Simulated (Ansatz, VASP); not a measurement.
Given: the input of a run of Ansatz 0.2.0 on GdO.

Contents of input.yaml:

```yaml
crystal:
  lattice:
    - [0.0, 2.7355303903, 2.7355303903]
    - [2.7355303903, 0.0, 2.7355303903]
    - [2.7355303903, 2.7355303903, 0.0]
  atoms:
    - { symbol: Gd, position: [0.0, 0.0, 0.0], spin: 7.0 }
    - { symbol: O, position: [0.75, 0.75, 0.75] }
kpoints:
  mp_grid: { grid: [9, 9, 9] }
scf:
  occupations: { method: fermi_dirac, width: 0.05 }
hamiltonian:
  xc: pbesol
  pseudopotentials: { kind: all_electron, lapw: { basis_error: 0.0005 } }
magnetization:
  spin_polarized: true
output:
  forces: true
  stress: true
  eigenvalues: true
```

Potentials or basis: all-electron LAPW, scalar-relativistic.

Run with:

```console
$ ansatz run input.yaml --threads 2 --pin off --max-ram 6144MiB --backend cpu --events-out ev --progress --plain --runs-dir out
```

Q: Set up the same calculation for VASP 6.6.1. Potentials there: VASP PAW PBE potentials, release 64 (Gd, O).

A: As run (the cutoff follows the program's own potentials):

The input INCAR:

```
PREC = Accurate ; ENCUT = 520
EDIFF = 1E-6 ; ISMEAR = -1
SIGMA = 0.05 ; LREAL = F
LASPH = T ; NELM = 150
ALGO = Normal ; ISIF = 2
LWAVE = F ; LCHARG = F
ISPIN = 2 ; MAGMOM = 7 0
LORBIT = 11 ; LMAXMIX = 6
GGA = PS ; NBANDS = 23
```

File KPOINTS:

```
Automatic mesh
0
Gamma
  9 9 9
```

POSCAR

```
GdO
1.0
    0.0000000000      2.7355303903      2.7355303903
    2.7355303903      0.0000000000      2.7355303903
    2.7355303903      2.7355303903      0.0000000000
Gd O
1 1
Direct
    0.0000000000      0.0000000000      0.0000000000
    0.7500000000      0.7500000000      0.7500000000
```

Potentials or basis: VASP PAW PBE potentials, release 64 (Gd, O).

The run is started by

```console
$ cat potpaw_PBE.64/Gd/POTCAR potpaw_PBE.64/O/POTCAR > POTCAR
$ mpirun -np 1 vasp_std > vasp.out
```

Both were run:

|  | VASP | Ansatz | Ansatz less VASP |
| --- | --- | --- | --- |
| gap on the k mesh at the Fermi level (eV) | none | none | - |
| pressure (GPa) | -7.5 | -7.5 | -0.02 |
| net moment per atom (μB) | 3.76 | 3.75 | -0.009 |
| size of the moment on the site where the two differ most (μB) | 6.86 | 7.01 | +0.151 |

VASP's potentials were made for PBE, not for PBEsol. Site moments also hang on the region over which each program counts them. A gap of «none» marks a metal or a gap that the smearing closes. Ansatz ran all-electron here, and VASP with PAW potentials.

Neither program's run includes spin-orbit coupling. Noted on Ansatz's run: the open f shell may have settled in a state that isn't the lowest.
